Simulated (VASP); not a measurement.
# Mo (P-1) in VASP: a series of runs

Runs on Mo. Level: PBE. Tasks: single point.

Program: VASP 6.6.1. These are calculated values, not measurements. Logs are shortened: lines on timing, memory, paths and dates and some standing lists are left out, and cuts for length are marked.

## 1. The cell of the first run

The typed cell holds 1 atom: a = 2.785 Å, b = 2.985 Å, c = 2.927 Å, α = 59.76°, β = 54.74°, γ = 58.94°.

## 2. Single point, PBE

INCAR

```
SYSTEM = Mo
PREC = Accurate
ENCUT = 520
EDIFF = 1E-6
ISMEAR = -1
SIGMA = 0.05
LREAL = .FALSE.
LASPH = .TRUE.
NELM = 60
ALGO = Normal
ISIF = 2
LWAVE = .FALSE.
LCHARG = .FALSE.
GGA = PE
NBANDS = 13
```

KPOINTS

```
regular mesh
0
G
  9 8 8
  0 0 0
```

POSCAR

```
Mo
1.0
    0.1575306600      2.0190446400      1.9118309000
    2.1247256100     -0.0263960200      2.0957575800
    2.0299532600      2.1081989700      0.0683763300
Mo
1
Direct
    0.0000000000      0.0000000000      0.0000000000
```

Potentials or basis: VASP PAW PBE potentials, release 64 (Mo_sv).

Launch:

```bash
$ cat potpaw_PBE.64/Mo_sv/POTCAR > POTCAR
$ mpirun -np 1 vasp_std > vasp.out
```

OUTCAR:

```text
SYSTEM = Mo
   PREC = Accurate
   ENCUT = 520
   EDIFF = 1E-6
   ISMEAR = -1
   LREAL = .FALSE.
   LASPH = .TRUE.
   NELM = 60
   ISIF = 2
   GGA = PE

 ion  position               nearest neighbor table
   1  0.000  0.000  0.000-

  LATTYP: Found a triclinic cell.
 ALAT       =     2.9274371825
 B/A-ratio  =     1.0194990096
 C/A-ratio  =     0.8980940279
 COS(alpha) =     0.0143497125
 COS(beta)  =     0.5018909665
 COS(gamma) =     0.5036911362

  Lattice vectors:

 A1 = (   2.0299532600,   2.1081989700,   0.0683763300)
 A2 = (   2.1247256100,  -0.0263960200,   2.0957575800)
 A3 = (   1.8724226000,   0.0891543300,  -1.8434545700)

Analysis of symmetry for initial positions (statically):
=====================================================================
 Subroutine PRICEL returns:
 Original cell was already a primitive cell.

 Routine SETGRP: Setting up the symmetry group for a
 triclinic supercell.

 Subroutine GETGRP returns: Found  2 space group operations
 (whereof  2 operations were pure point group operations)
 out of a pool of  2 trial point group operations.

The static configuration has the point symmetry S_2 .

Analysis of symmetry for dynamics (positions and initial velocities):
=====================================================================
 Subroutine PRICEL returns:
 Original cell was already a primitive cell.

 Routine SETGRP: Setting up the symmetry group for a
 triclinic supercell.

 Subroutine GETGRP returns: Found  2 space group operations
 (whereof  2 operations were pure point group operations)
 out of a pool of  2 trial point group operations.

The dynamic configuration has the point symmetry S_2 .

 Subroutine INISYM returns: Found  2 space group operations
 (whereof  2 operations are pure point group operations),
 and found     1 'primitive' translations

----------------------------------------------------------------------------------------

                                     Primitive cell

  volume of cell :      16.2662

  direct lattice vectors                    reciprocal lattice vectors
     0.157530660  2.019044640  1.911830900    -0.271734545  0.252610808  0.278672148
     2.124725610 -0.026396020  2.095757580     0.239298271 -0.237926770  0.231551836
     2.029953260  2.108198970  0.068376330     0.263239242  0.229431467 -0.263988109

  length of vectors
     2.785041213  2.984519308  2.927437182     0.464015139  0.409254277  0.437748122

  position of ions in fractional coordinates (direct lattice)
     0.000000000  0.000000000  0.000000000

  ion indices of the primitive-cell ions
   primitive index   ion index
                 1           1

----------------------------------------------------------------------------------------

 KPOINTS: regular mesh

Automatic generation of k-mesh.
 Grid dimensions read from file:
 generate k-points for:    9    8    8

 Generating k-lattice:

  Cartesian coordinates                     Fractional coordinates (reciprocal lattice)
    -0.030192727  0.028067868  0.030963572     0.111111111  0.000000000 -0.000000000
     0.029912284 -0.029740846  0.028943979    -0.000000000  0.125000000 -0.000000000
     0.032904905  0.028678933 -0.032998514     0.000000000 -0.000000000  0.125000000

  Length of vectors
     0.051557238  0.051156785  0.054718515

  Shift w.r.t. Gamma in fractional coordinates (k-lattice)
     0.000000000  0.000000000  0.000000000

 Subroutine IBZKPT returns following result:
 ===========================================

 Found    290 irreducible k-points:

 Following reciprocal coordinates:
            Coordinates               Weight
  0.000000  0.000000  0.000000      1.000000
  0.111111  0.000000  0.000000      2.000000
  0.222222  0.000000  0.000000      2.000000
  0.333333  0.000000  0.000000      2.000000
  0.444444  0.000000  0.000000      2.000000
  0.000000  0.125000 -0.000000      2.000000
[... 16 lines left out ...]
 -0.111111  0.250000 -0.000000      2.000000
 -0.000000  0.375000 -0.000000      2.000000
 [... further k-points ...]
   k-points           NKPTS =    290   k-points in BZ     NKDIM =    290   number of bands    NBANDS=     13
   number of dos      NEDOS =    301   number of ions     NIONS =      1
   total plane-waves  NPLWV =  13824
   dimension x,y,z NGX =    24 NGY =   24 NGZ =   24
   dimension x,y,z NGXF=    48 NGYF=   48 NGZF=   48
   ions per type =               1
   NGX,Y,Z   is equivalent  to a cutoff of  14.33, 13.37, 13.63 a.u.
   NGXF,Y,Z  is equivalent  to a cutoff of  28.65, 26.74, 27.26 a.u.
 SYSTEM =  Mo
   PREC   = accura    normal or accurate (medium, high low for compatibility)
   ISTART =      0    job   : 0-new  1-cont  2-samecut
   ICHARG =      2    charge: 1-file 2-atom 10-const
   ISPIN  =      1    spin polarized calculation?
   LNONCOLLINEAR =      F non collinear calculations
   LSORBIT =      F    spin-orbit coupling
   LASPH  =      T    aspherical Exc in radial PAW
   ENCUT  =  520.0 eV  38.22 Ry    6.18 a.u.   5.18  5.55  5.44*2*pi/ulx,y,z
   NELM   =     60;   NELMIN=  2; NELMDL= -5     # of ELM steps
   EDIFF  = 0.1E-05   stopping-criterion for ELM
   LREAL  =      F    real-space projection
   EDIFFG = 0.1E-04   stopping-criterion for IOM
   NSW    =      0    number of steps for IOM
   IBRION =     -1    ionic relax: 0-MD 1-quasi-New 2-CG
   NFREE  =      0    steps in history (QN), initial steepest desc. (CG)
   ISIF   =      2    stress and relaxation
   ISYM   =      2    0-nonsym 1-usesym 2-fastsym
   POTIM  = 0.5000    time-step for ionic-motion
   TEBEG  =    0.0;   TEEND  =   0.0 temperature during run
   PSTRESS=    0.0 pullay stress
   NELECT =      14.0000    total number of electrons
   NUPDOWN=      -1.0000    fix difference up-down
   EMIN   =  10.00;   EMAX   =-10.00  energy-range for DOS
   EFERMI =   0.00;   METHOD = LEGACY
   ISMEAR =    -1;   SIGMA  =   0.05  broadening in eV -4-tet -1-fermi 0-gaus
   EFERMI_NEDOS =   21; number of points for ismear=-14 and -15
   IALGO  =     38    algorithm
   IMIX   =      4    mixing-type and parameters
     AMIX     =   0.40;   BMIX     =  1.00
     AMIX_MAG =   1.60;   BMIX_MAG =  1.00
  volume/ion in A,a.u.               =      16.27       109.77
  Fermi-wavevector in a.u.,A,eV,Ry     =   1.557241  2.942759 32.994115  2.424999
  Thomas-Fermi vector in A             =   2.660920
   LORBIT       =      0    0 simple, 1 ext, 2 COOP (PROOUT), +10 PAW based schemes
   GGA     = PE    functional components
   LHFCALC =     F    Hartree Fock is set to
   AEXX    =    0.0000 exact exchange contribution
   IVDW    =     0    specifies the selected vdW correction
   LEPSILON=     F    determine dielectric tensor
   LRPA    =     F    only Hartree local field effects (RPA)
 non-spin polarized calculation
  energy-cutoff  :      520.00
  volume of cell :       16.27
 maximum number of plane-waves:       451
 NGX is ok and might be reduce to    24
   NGX = 11   NGY = 11   NGZ = 11

 number of electron      14.0000000 magnetization

 Free energy of the ion-electron system (eV)
  ---------------------------------------------------
  ext. energy  EPLUGINS =         0.00000000
  ---------------------------------------------------
  free energy    TOTEN  =       -10.54765461 eV

  energy without entropy =      -10.53788570  energy(sigma->0) =      -10.54277015

 E-fermi :  11.7428     XC(G=0): -13.1415

 val. band max:       11.7379393487   @ k =  -0.0000   0.2500   0.2500
 cond. band min:      11.7491835245   @ k =  -0.4444   0.2500   0.2500
 fundamental gap:      0.0112441758
 Fermi energy:        11.7427900715

 k-point     1 :       0.0000    0.0000    0.0000
  band No.  band energies     occupation
      1     -49.2410      2.00000
      2     -22.7202      2.00000
      3     -22.6386      2.00000
      4     -22.3557      2.00000
      5       4.8949      2.00000
      6       9.9209      2.00000
      7      10.0535      2.00000
      8      12.2809      0.00004
      9      13.2768      0.00000
     10      14.0522      0.00000
     11      24.5858      0.00000
     12      28.7389      0.00000
     13      29.0241      0.00000

 k-point     2 :       0.1111    0.0000    0.0000
  band No.  band energies     occupation
      1     -49.2034      2.00000
      2     -22.7397      2.00000
      3     -22.6977      2.00000
      4     -22.5413      2.00000
      5       5.4548      2.00000
      6      10.2954      2.00000
      7      10.4442      2.00000
      8      11.7349      1.07829
      9      12.9638      0.00000
     10      13.5818      0.00000
     11      25.6688      0.00000
     12      29.2110      0.00000
     13      30.0275      0.00000

 k-point     3 :       0.2222    0.0000    0.0000
  band No.  band energies     occupation
      1     -49.1068      2.00000
      2     -23.0932      2.00000
      3     -22.7785      2.00000
      4     -22.7568      2.00000
      5       6.7146      2.00000
      6      10.7905      2.00000
      7      10.9502      2.00000
      8      11.4087      1.99750
      9      12.7802      0.00000
     10      12.9736      0.00000
     11      25.5659      0.00000
     12      29.3605      0.00000
     13      32.5180      0.00000
[... 305 lines left out ...]
 k-point    23 :      -0.1111    0.2500   -0.0000
  band No.  band energies     occupation
      1     -49.1114      2.00000
      2     -23.3845      2.00000
      3     -22.7391      2.00000
      4     -22.5890      2.00000
      5       7.3818      2.00000
      6       9.7364      2.00000
      7      10.4539      2.00000
      8      11.9385      0.03913
      9      13.0027      0.00000
     10      15.2899      0.00000
     11      24.9351      0.00000
     12      27.8229      0.00000
     13      31.7030      0.00000

 k-point    24 :      -0.0000    0.3750   -0.0000
  band No.  band energies     occupation
      1     -49.1082      2.00000
      2     -23.6106      2.00000
      3     -22.7257      2.00000
      4     -22.4504      2.00000
      5       7.0277      2.00000
      6       9.7925      2.00000
      7      11.1636      1.99998
      8      12.3133      0.00002
      9      14.3921      0.00000
     10      15.1765      0.00000
     11      22.7030      0.00000
     12      25.7613      0.00000
     13      31.2735      0.00000

 [... further k-points ...]

------------------------ aborting loop because EDIFF is reached ----------------------------------------

  FORCE on cell =-STRESS in cart. coord.  units (eV):
  Direction    XX          YY          ZZ          XY          YZ          ZX
  --------------------------------------------------------------------------------------
  -------------------------------------------------------------------------------------
  Total        0.0089609      0.2483012     -0.4435901      0.2235817     -0.0736701     -0.1670541
  in kB        0.8826292     24.4570629    -43.6925364     22.0222537     -7.2563253    -16.4544240
  external PRESSURE =      -6.1176148 kB  Pullay stress =       0.0000000 kB

 VOLUME and BASIS-vectors are now :
 -----------------------------------------------------------------------------
  energy-cutoff  :      520.00
  volume of cell :       16.27
      direct lattice vectors                 reciprocal lattice vectors
     0.157530660  2.019044640  1.911830900    -0.271734545  0.252610808  0.278672148
     2.124725610 -0.026396020  2.095757580     0.239298271 -0.237926770  0.231551836
     2.029953260  2.108198970  0.068376330     0.263239242  0.229431467 -0.263988109

 POSITION                                       TOTAL-FORCE (eV/Angst)
 -----------------------------------------------------------------------------------
      0.00000      0.00000      0.00000         0.000000      0.000000      0.000000
 -----------------------------------------------------------------------------------
    total drift:                                0.000000      0.000000     -0.000000

  FREE ENERGIE OF THE ION-ELECTRON SYSTEM (eV)
  ---------------------------------------------------
  free  energy   TOTEN  =       -10.5476546061 eV

  energy  without entropy=      -10.5378857018  energy(sigma->0) =      -10.54277015
```

Wall time 15 s (1 thread of Intel Xeon 6975P-C (Granite Rapids), shared host); peak memory 0.18 GiB.

Results:

```
Free energy            : -10.5477 eV
Pressure               : -0.6 GPa
Band gap on the k mesh : zero (bands 7 and 8 overlap by 3.88 eV)
```

Caveat: the stress differs along the axes, from -4 to 2 GPa.

## 3. Single point, PBE

INCAR

```
  PREC = Accurate
  ENCUT = 520
  EDIFF = 1E-6
  ISMEAR = 0
  SIGMA = 0.05
  LREAL = F
  LASPH = T
  NELM = 100
  ALGO = Fast
  ISIF = 2
  LWAVE = F
  LCHARG = F
  GGA = PE
  NBANDS = 13
```

KPOINTS

```
regular mesh
0
Gamma
  9 8 8
```

POSCAR is that of step 2.

Potentials or basis: VASP PAW PBE potentials, release 64 (Mo_sv).

Launch:

```bash
$ cat potpaw_PBE.64/Mo_sv/POTCAR > POTCAR
$ mpirun -np 1 vasp_std > vasp.out
```

OUTCAR:

```text
PREC = Accurate
   ENCUT = 520
   EDIFF = 1E-6
   ISMEAR = 0
   LREAL = F
   LASPH = T
   NELM = 100
   ISIF = 2
   GGA = PE

 ion  position               nearest neighbor table
   1  0.000  0.000  0.000-

  LATTYP: Found a triclinic cell.
 ALAT       =     2.9274371825
 B/A-ratio  =     1.0194990096
 C/A-ratio  =     0.8980940279
 COS(alpha) =     0.0143497125
 COS(beta)  =     0.5018909665
 COS(gamma) =     0.5036911362

  Lattice vectors:

[... 565 lines left out ...]
     11      22.7031      0.00000
     12      25.7617      0.00000
     13      31.2730      0.00000

 [... further k-points ...]

------------------------ aborting loop because EDIFF is reached ----------------------------------------

  FORCE on cell =-STRESS in cart. coord.  units (eV):
  Direction    XX          YY          ZZ          XY          YZ          ZX
  --------------------------------------------------------------------------------------
  -------------------------------------------------------------------------------------
  Total        0.0130143      0.2283484     -0.4468194      0.2351891     -0.0836356     -0.1394937
  in kB        1.2818769     22.4917609    -44.0106167     23.1655512     -8.2379063    -13.7397829
  external PRESSURE =      -6.7456596 kB  Pullay stress =       0.0000000 kB

 VOLUME and BASIS-vectors are now :
 -----------------------------------------------------------------------------
  energy-cutoff  :      520.00
  volume of cell :       16.27
      direct lattice vectors                 reciprocal lattice vectors
     0.157530660  2.019044640  1.911830900    -0.271734545  0.252610808  0.278672148
     2.124725610 -0.026396020  2.095757580     0.239298271 -0.237926770  0.231551836
     2.029953260  2.108198970  0.068376330     0.263239242  0.229431467 -0.263988109

 POSITION                                       TOTAL-FORCE (eV/Angst)
 -----------------------------------------------------------------------------------
      0.00000      0.00000      0.00000        -0.000000      0.000000     -0.000000
 -----------------------------------------------------------------------------------
    total drift:                                0.000000     -0.000000     -0.000000

  FREE ENERGIE OF THE ION-ELECTRON SYSTEM (eV)
  ---------------------------------------------------
  free  energy   TOTEN  =       -10.5434814033 eV

  energy  without entropy=      -10.5419599914  energy(sigma->0) =      -10.54272070
```

stdout:

```text
POSCAR found type information on POSCAR Mo
 POSCAR found :  1 types and       1 ions
 scaLAPACK will be used
 LDA part: xc-table for (Slater+PW92), standard interpolation
 POSCAR, INCAR and KPOINTS ok, starting setup
 FFT: planning ... GRIDC
 FFT: planning ... GRID_SOFT
 FFT: planning ... GRID
 WAVECAR not read
 entering main loop
WARNING in EDDRMM: call to ZHEGV failed, returncode =   8  4     13
```

Wall time 19 s (1 thread of Intel Xeon 6975P-C (Granite Rapids), shared host); peak memory 0.18 GiB.

Results:

```yaml
Free_energy: -10.5435 eV
Pressure: -0.7 GPa
Band_gap_on_the_k_mesh: zero (bands 7 and 8 overlap by 3.88 eV)
```

Caveat: the stress differs along the axes, from -4 to 2 GPa.

(Continued in part 2 of 2.)
